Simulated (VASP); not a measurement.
# C (P6/mmm) in VASP: notebook

The runs below take C through relaxation of cell and atoms, with r2SCAN.

Everything below comes from runs of VASP 6.6.1. Logs are shortened: lines on timing, memory, paths and dates and some standing lists are left out, and cuts for length are marked.

## Step 1: The cell of the first run

Symmetry: P6/mmm, No. 191, hexagonal system. Conventional cell: a = 4.153 Å, b = 4.153 Å, c = 2.546 Å, α = 90.00°, β = 90.00°, γ = 120.00°. C (site symmetry 6/mmm) has 14 C at 2.55 to 2.71 Å within 3.4 Å. C (site symmetry -6m2) has 11 C at 2.40 to 2.71 Å within 3.2 Å.

## Step 2: Relaxation of cell and atoms, r2SCAN

File POSCAR:

```
C
1.0
    4.1527998194      0.0000000000      0.0000000000
   -2.0763999097      3.5964301404      0.0000000000
    0.0000000000      0.0000000000      2.5458468458
C
3
Direct
    0.0000000000      0.0000000000      0.0000000000
    0.3333333333      0.6666666667      0.5000000000
    0.6666666667      0.3333333333      0.5000000000
```

File INCAR.step1:

```
SYSTEM = C
PREC = Accurate
ENCUT = 600
ISMEAR = 0
SIGMA = 0.1
LREAL = .FALSE.
LASPH = .TRUE.
NELM = 60
GGA = PE
ALGO = Normal
EDIFF = 1E-4
LWAVE = .TRUE.
LCHARG = .FALSE.
```

File INCAR.step2:

```
SYSTEM = C
PREC = Accurate
ENCUT = 600
EDIFF = 1E-6
ISMEAR = 0
SIGMA = 0.1
LREAL = .FALSE.
LASPH = .TRUE.
NELM = 60
ALGO = Normal
ISIF = 3
LWAVE = .FALSE.
LCHARG = .FALSE.
METAGGA = R2SCAN
LMIXTAU = .TRUE.
IBRION = 2
NSW = 90
EDIFFG = -0.04
ISTART = 1
```

File KPOINTS:

```
regular mesh
0
G
  6 6 6
  0 0 0
```

Potentials or basis: VASP PAW PBE potentials, release 64 (C).

Launch:

```sh
$ cat potpaw_PBE.64/C/POTCAR > POTCAR
$ cp INCAR.step1 INCAR
$ mpirun -np 1 vasp_std > vasp.out
$ cp INCAR.step2 INCAR
$ mpirun -np 1 vasp_std > vasp.out
```

OUTCAR:

```text
SYSTEM = C
   PREC = Accurate
   ENCUT = 600
   EDIFF = 1E-6
   ISMEAR = 0
   LREAL = .FALSE.
   LASPH = .TRUE.
   NELM = 60
   ISIF = 3
   METAGGA = R2SCAN
   IBRION = 2
   NSW = 90
   EDIFFG = -0.04
   ISTART = 1

 ion  position               nearest neighbor table
   1  0.000  0.000  0.000-
   2  0.333  0.667  0.500-
   3  0.667  0.333  0.500-

  LATTYP: Found a hexagonal cell.
 ALAT       =     4.1527998194
 C/A-ratio  =     0.6130434783

  Lattice vectors:

 A1 = (   4.1527998194,   0.0000000000,   0.0000000000)
 A2 = (  -2.0763999097,   3.5964301404,   0.0000000000)
 A3 = (   0.0000000000,   0.0000000000,   2.5458468458)

Analysis of symmetry for initial positions (statically):
=====================================================================
 Subroutine PRICEL returns:
 Original cell was already a primitive cell.

 Routine SETGRP: Setting up the symmetry group for a
 hexagonal supercell.

 Subroutine GETGRP returns: Found 24 space group operations
 (whereof 24 operations were pure point group operations)
 out of a pool of 24 trial point group operations.

The static configuration has the point symmetry D_6h.

Analysis of symmetry for dynamics (positions and initial velocities):
=====================================================================
 Subroutine PRICEL returns:
 Original cell was already a primitive cell.

 Routine SETGRP: Setting up the symmetry group for a
 hexagonal supercell.

 Subroutine GETGRP returns: Found 24 space group operations
 (whereof 24 operations were pure point group operations)
 out of a pool of 24 trial point group operations.

The dynamic configuration has the point symmetry D_6h.

 Subroutine INISYM returns: Found 24 space group operations
 (whereof 24 operations are pure point group operations),
 and found     1 'primitive' translations

----------------------------------------------------------------------------------------

                                     Primitive cell

  volume of cell :      38.0229

  direct lattice vectors                    reciprocal lattice vectors
     4.152799819  0.000000000  0.000000000     0.240801397  0.139026752  0.000000000
    -2.076399910  3.596430140  0.000000000     0.000000000  0.278053503  0.000000000
     0.000000000  0.000000000  2.545846846     0.000000000  0.000000000  0.392796606

  length of vectors
     4.152799819  4.152799819  2.545846846     0.278053503  0.278053503  0.392796606

  position of ions in fractional coordinates (direct lattice)
     0.000000000  0.000000000  0.000000000
     0.333333333  0.666666667  0.500000000
     0.666666667  0.333333333  0.500000000

  ion indices of the primitive-cell ions
   primitive index   ion index
                 1           1
                 2           2
                 3           3

----------------------------------------------------------------------------------------

 KPOINTS: regular mesh

Automatic generation of k-mesh.
 Grid dimensions read from file:
 generate k-points for:    6    6    6

 Generating k-lattice:

  Cartesian coordinates                     Fractional coordinates (reciprocal lattice)
     0.040133566  0.023171125  0.000000000     0.166666667 -0.000000000  0.000000000
     0.000000000  0.046342251  0.000000000     0.000000000  0.166666667  0.000000000
     0.000000000  0.000000000  0.065466101     0.000000000  0.000000000  0.166666667

  Length of vectors
     0.046342251  0.046342251  0.065466101

  Shift w.r.t. Gamma in fractional coordinates (k-lattice)
     0.000000000  0.000000000  0.000000000

 Subroutine IBZKPT returns following result:
 ===========================================

 Found     28 irreducible k-points:

 Following reciprocal coordinates:
            Coordinates               Weight
  0.000000  0.000000  0.000000      1.000000
  0.166667  0.000000  0.000000      6.000000
  0.333333  0.000000  0.000000      6.000000
  0.500000  0.000000  0.000000      3.000000
  0.166667  0.166667  0.000000      6.000000
  0.333333  0.166667  0.000000     12.000000
[... 16 lines left out ...]
  0.166667  0.000000  0.500000      6.000000
  0.333333  0.000000  0.500000      6.000000
 [... further k-points ...]
   k-points           NKPTS =     28   k-points in BZ     NKDIM =     28   number of bands    NBANDS=     10
   number of dos      NEDOS =    301   number of ions     NIONS =      3
   total plane-waves  NPLWV =  25920
   dimension x,y,z NGX =    36 NGY =   36 NGZ =   20
   dimension x,y,z NGXF=    72 NGYF=   72 NGZF=   40
   ions per type =               3
   NGX,Y,Z   is equivalent  to a cutoff of  14.41, 14.41, 13.06 a.u.
   NGXF,Y,Z  is equivalent  to a cutoff of  28.82, 28.82, 26.12 a.u.
 SYSTEM =  C
   PREC   = accura    normal or accurate (medium, high low for compatibility)
   ISTART =      1    job   : 0-new  1-cont  2-samecut
   ICHARG =      0    charge: 1-file 2-atom 10-const
   ISPIN  =      1    spin polarized calculation?
   LNONCOLLINEAR =      F non collinear calculations
   LSORBIT =      F    spin-orbit coupling
   LASPH  =      T    aspherical Exc in radial PAW
   ENCUT  =  600.0 eV  44.10 Ry    6.64 a.u.   8.29  8.29  5.08*2*pi/ulx,y,z
   NELM   =     60;   NELMIN=  2; NELMDL=  0     # of ELM steps
   EDIFF  = 0.1E-05   stopping-criterion for ELM
   LREAL  =      F    real-space projection
   EDIFFG = -.4E-01   stopping-criterion for IOM
   NSW    =     90    number of steps for IOM
   IBRION =      2    ionic relax: 0-MD 1-quasi-New 2-CG
   NFREE  =      1    steps in history (QN), initial steepest desc. (CG)
   ISIF   =      3    stress and relaxation
   ISYM   =      2    0-nonsym 1-usesym 2-fastsym
   POTIM  = 0.5000    time-step for ionic-motion
   TEBEG  =    0.0;   TEEND  =   0.0 temperature during run
   PSTRESS=    0.0 pullay stress
   NELECT =      12.0000    total number of electrons
   NUPDOWN=      -1.0000    fix difference up-down
   EMIN   =  10.00;   EMAX   =-10.00  energy-range for DOS
   EFERMI =   0.00;   METHOD = LEGACY
   ISMEAR =     0;   SIGMA  =   0.10  broadening in eV -4-tet -1-fermi 0-gaus
   EFERMI_NEDOS =   21; number of points for ismear=-14 and -15
   IALGO  =     38    algorithm
   IMIX   =      4    mixing-type and parameters
     AMIX     =   0.40;   BMIX     =  1.00
     AMIX_MAG =   1.60;   BMIX_MAG =  1.00
  volume/ion in A,a.u.               =      12.67        85.53
  Fermi-wavevector in a.u.,A,eV,Ry     =   1.114603  2.106295 16.903065  1.242340
  Thomas-Fermi vector in A             =   2.251200
   LORBIT       =      0    0 simple, 1 ext, 2 COOP (PROOUT), +10 PAW based schemes
   METAGGA = R2SCAN    functional components
   LHFCALC =     F    Hartree Fock is set to
   AEXX    =    0.0000 exact exchange contribution
   IVDW    =     0    specifies the selected vdW correction
   LEPSILON=     F    determine dielectric tensor
   LRPA    =     F    only Hartree local field effects (RPA)
 conjugate gradient relaxation of ions
 non-spin polarized calculation
 Gauss-broadening in eV      SIGMA  =   0.10
  energy-cutoff  :      600.00
  volume of cell :       38.02
 maximum number of plane-waves:      1290
 NGX is ok and might be reduce to    36
   NGX = 17   NGY = 17   NGZ = 11

--------------------------------------- Ionic step        1  -------------------------------------------

 number of electron      12.0000000 magnetization

 Free energy of the ion-electron system (eV)
  ---------------------------------------------------
  ext. energy  EPLUGINS =         0.00000000
  ---------------------------------------------------
  free energy    TOTEN  =       -13.31621695 eV

  energy without entropy =      -13.30900333  energy(sigma->0) =      -13.31261014

------------------------ aborting loop because EDIFF is reached ----------------------------------------

  FORCE on cell =-STRESS in cart. coord.  units (eV):
  Direction    XX          YY          ZZ          XY          YZ          ZX
  --------------------------------------------------------------------------------------
  -------------------------------------------------------------------------------------
  Total       -7.5516660     -7.5516660     -8.3978072      0.0000000     -0.0000000      0.0000000
  in kB     -318.2060670   -318.2060670   -353.8600897      0.0000000     -0.0000000      0.0000000
  external PRESSURE =    -330.0907412 kB  Pullay stress =       0.0000000 kB
[... 1046 lines left out ...]
 k-point    24 :       0.3333    0.0000    0.5000
  band No.  band energies     occupation
      1      -7.6830      2.00000
      2      -7.6625      2.00000
      3      -7.6414      2.00000
      4      12.8861      0.00000
      5      13.2174      0.00000
      6      13.4980      0.00000
      7      15.4151      0.00000
      8      15.6791      0.00000
      9      15.8057      0.00000
     10      15.8315      0.00000

 [... further k-points ...]

[... ionic steps 4 to 27 ...]

--------------------------------------- Ionic step       28  -------------------------------------------

 number of electron      12.0000003 magnetization

 E-fermi :   0.0195     XC(G=0):  -9.6528

 val. band max:       -0.4922033963   @ k =   0.0000   0.0000   0.1667
 cond. band min:       4.6757820138   @ k =   0.5000   0.0000   0.3333
 fundamental gap:      5.1679854100
 Fermi energy:         0.0195169398
[... 383 lines left out ...]
  energy  without entropy=      -27.6367568731  energy(sigma->0) =      -27.63675687

--------------------------------------- Ionic step       30  -------------------------------------------

 number of electron      12.0000003 magnetization

 Free energy of the ion-electron system (eV)
  ---------------------------------------------------
  ext. energy  EPLUGINS =         0.00000000
  ---------------------------------------------------
  free energy    TOTEN  =       -27.63714694 eV

  energy without entropy =      -27.63714694  energy(sigma->0) =      -27.63714694

 E-fermi :  -0.1264     XC(G=0):  -9.6077

 val. band max:       -0.5796675387   @ k =   0.0000   0.0000   0.1667
 cond. band min:       4.6617287845   @ k =   0.5000   0.0000   0.3333
 fundamental gap:      5.2413963232
 Fermi energy:        -0.1263930643

 k-point     1 :       0.0000    0.0000    0.0000
  band No.  band energies     occupation
      1     -16.6066      2.00000
      2     -15.8965      2.00000
      3     -15.8964      2.00000
      4      -4.9433      2.00000
      5      -4.9433      2.00000
      6      -4.9429      2.00000
      7      -4.9429      2.00000
      8      -3.1640      2.00000
      9      -3.1640      2.00000
     10       7.4472      0.00000
[... 329 lines left out ...]
  FREE ENERGIE OF THE ION-ELECTRON SYSTEM (eV)
  ---------------------------------------------------
  free  energy   TOTEN  =       -27.6371469408 eV

  energy  without entropy=      -27.6371469408  energy(sigma->0) =      -27.63714694

 reached required accuracy - stopping structural energy minimisation
```

Wall time 15 min (1 thread of Intel Xeon Platinum 8259CL at 2.50GHz (Skylake/Cascade Lake), shared host); peak memory 0.17 GiB.

Results:

```
Free energy                            : -27.6371 eV
Relaxed volume                         : 11.95 Å³/atom
Relaxed cell                           : a = 5.725 Å, b = 5.725 Å, c = 1.263 Å, α = 90.00°, β = 90.00°, γ = 120.00°
Space group after relaxing (to 0.05 Å) : P6/mmm (No. 191)
Energy gained by relaxing              : 4773.6 meV/atom
Ionic steps                            : 30
Pressure after relaxing                : 0.1 GPa
Band gap on the k mesh                 : zero (band 6 reaches 11.44 eV, above the bottom of band 7 at -4.94 eV)
```

Stress tensor (GPa, compression positive):
```
 0.12  0.00  0.00
 0.00  0.12  0.00
 0.00  0.00 -0.05
```

The path:
```tsv
step	energy change (eV)	largest force (eV/Å)	pressure (GPa)	volume (Å³)
1	0.0000	0.0000	-33.01	38.02
2	-2.5522	0.0000	-25.22	25.39
3	-3.0280	0.0000	-6.65	21.26
4	-3.0612	0.0000	2.77	19.96
5	-3.4728	0.0000	20.65	17.99
6	-3.4837	0.0000	17.92	18.16
7	-3.4867	0.0000	15.64	18.30
8	-3.5621	0.0000	-5.41	20.04
9	-3.5631	0.0000	-2.88	19.78
10	-3.6337	0.0000	-0.89	19.78
11	-4.6561	0.0000	-6.98	19.67
12	-8.5558	0.0000	28.59	18.84
13	60.7456	0.0000	1495.15	14.38
14	-9.0258	0.0000	49.27	18.68
15	-9.3047	0.0000	119.80	18.24
16	-9.2378	0.0000	139.16	18.14
17	-9.1593	0.0000	152.77	18.06
18	-9.3573	0.0000	143.68	18.28
19	-9.8855	0.0000	118.24	18.93
20	-10.6712	0.0000	75.08	20.28
21	-11.3398	0.0000	14.21	23.16
22	-12.0128	0.0000	13.44	24.09
23	-13.4176	0.0000	12.31	26.96
24	-14.0565	0.0000	25.87	32.88
25	-14.1108	0.0000	22.99	31.88
26	-14.3106	0.0000	4.13	34.78
27	-14.3197	0.0000	-0.57	35.67
28	-14.3198	0.0000	-0.17	35.59
29	-14.3205	0.0000	-0.07	35.72
30	-14.3209	0.0000	0.06	35.86
```

Final structure:
```
C
1.0
     5.72502    0.00000    0.00000
    -2.86251    4.95802    0.00000
     0.00000    0.00000    1.26326
C
3
Direct
  0.00000 0.00000 0.00000
  0.33333 0.66667 0.50000
  0.66667 0.33333 0.50000
```

Caveat: the k points lie up to 0.83 Å⁻¹ apart in the final cell; the PAW data sets were made with another functional, which shifts forces and pressure a little.

[end of part 1 of 2]
